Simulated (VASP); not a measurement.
**KEuCu3: relaxation of cell and atoms with PBE**

Crystal: KEuCu3.

```xyz
5
Lattice="4.6977 0.0000 0.0000 0.0000 4.6977 0.0000 0.0000 0.0000 4.6977" Properties=species:S:1:pos:R:3 pbc="T T T"
K     0.0000    0.0000    0.0000
Eu    2.3488    2.3488    2.3488
Cu    2.3488    2.3488    0.0000
Cu    2.3488    0.0000    2.3488
Cu    0.0000    2.3488    2.3488
```

The cell was generated, and may not be a known phase.

| Quantity | Value |
| --- | --- |
| Program | VASP 6.6.1 |
| Task | relaxation of cell and atoms |
| Functional | PBE |
| Potentials or basis | VASP PAW PBE potentials, release 64 (K_sv, Eu, Cu) |
| Cutoff | 600 eV |
| k mesh | 4 × 4 × 4 |
| Occupations | gaussian, width 0.1 eV |
| Spin | collinear spin, ferromagnetic start |
| Starting moments | [0.0, 7.0, 0.0, 0.0, 0.0] μB |
| Dipole correction | no |
| Further INCAR settings | ALGO = Normal; EDIFF = 1e-06; IBRION = 2; EDIFFG = -0.04; NSW = 90; ISIF = 3 |

The relaxed volume is 34.71 Å³/atom, the relaxed cell is a = 5.578 Å, b = 5.578 Å, c = 5.578 Å, α = 90.00°, β = 90.00°, γ = 90.00° and the space group after relaxing (to 0.1 Å) is Pm-3m (No. 221). The energy gained by relaxing is 586.6 meV/atom and the ionic steps are 10. The pressure after relaxing is 0.0 GPa and the net moment is 6.91 μB per cell. The site moments are K +0.00; Eu +6.54; Cu -0.02 μB and the valence electrons inside the program's atomic spheres are K 7.53; Eu 14.80; Cu 9.89.

Step by step:
| step | energy change (eV) | largest force (eV/Å) | pressure (GPa) | volume (Å³) |
| --- | --- | --- | --- | --- |
| 1 | 0.0000 | 0.0000 | 21.53 | 103.67 |
| 2 | 0.6248 | 0.0000 | -2.69 | 151.35 |
| 3 | -2.6228 | 0.0000 | 1.91 | 143.20 |
| 4 | -2.6951 | 0.0000 | 3.30 | 146.43 |
| 5 | -2.7459 | 0.0000 | 2.84 | 149.09 |
| 6 | -2.7656 | 0.0000 | 2.61 | 150.24 |
| 7 | -2.7948 | 0.0000 | 2.25 | 152.11 |
| 8 | -2.8642 | 0.0000 | 1.56 | 157.83 |
| 9 | -2.9301 | 0.0000 | 0.35 | 169.69 |
| 10 | -2.9332 | 0.0000 | -0.03 | 173.57 |

Final structure:
```xyz
5
Lattice="5.5782 0.0000 0.0000 0.0000 5.5782 0.0000 0.0000 0.0000 5.5782" Properties=species:S:1:pos:R:3 pbc="T T T"
K     0.0000    0.0000    0.0000
Eu    2.7891    2.7891    2.7891
Cu    2.7891    2.7891    0.0000
Cu    2.7891    0.0000    2.7891
Cu    0.0000    2.7891    2.7891
```

Levels at points of the mesh, in eV from the Fermi level:
Spin up:
```csv
k point,band 31,band 32,band 33,band 34,band 35,band 36
"(0.00, 0.00, 0.00)",-0.22,-0.22,-0.17,1.80,1.80,1.80
"(0.50, 0.00, 0.00)",-0.15,-0.15,-0.15,1.31,1.78,1.78
"(0.50, 0.50, 0.00)",-0.16,-0.13,-0.04,-0.04,0.90,1.59
"(0.50, 0.50, 0.50)",-0.12,0.06,0.06,0.06,0.07,0.07
```
Spin down:
```
           k point  band 24  band 25  band 26  band 27  band 28  band 29
(0.00, 0.00, 0.00)    -1.59    -0.61    -0.61     1.99     1.99     1.99
(0.50, 0.00, 0.00)    -1.71    -1.66    -0.51     1.88     2.18     2.18
(0.50, 0.50, 0.00)    -1.66    -1.04    -1.04    -0.06     1.40     2.10
(0.50, 0.50, 0.50)    -0.64    -0.64    -0.64     0.23     0.32     0.32
```

Wall time 44 min on 1 thread of AMD EPYC 9R45 96-Core Processor (Zen 5) (shared host), peak memory 0.34 GiB.

Caveat: the volume moved by over 15 % at a fixed basis, so the end points are rough; spin-orbit coupling is left out, which moves the levels of the heavy elements; semilocal functionals describe open f shells poorly, which spoils levels, moments and volumes. The state reached can hang on the start; a lower one may exist.
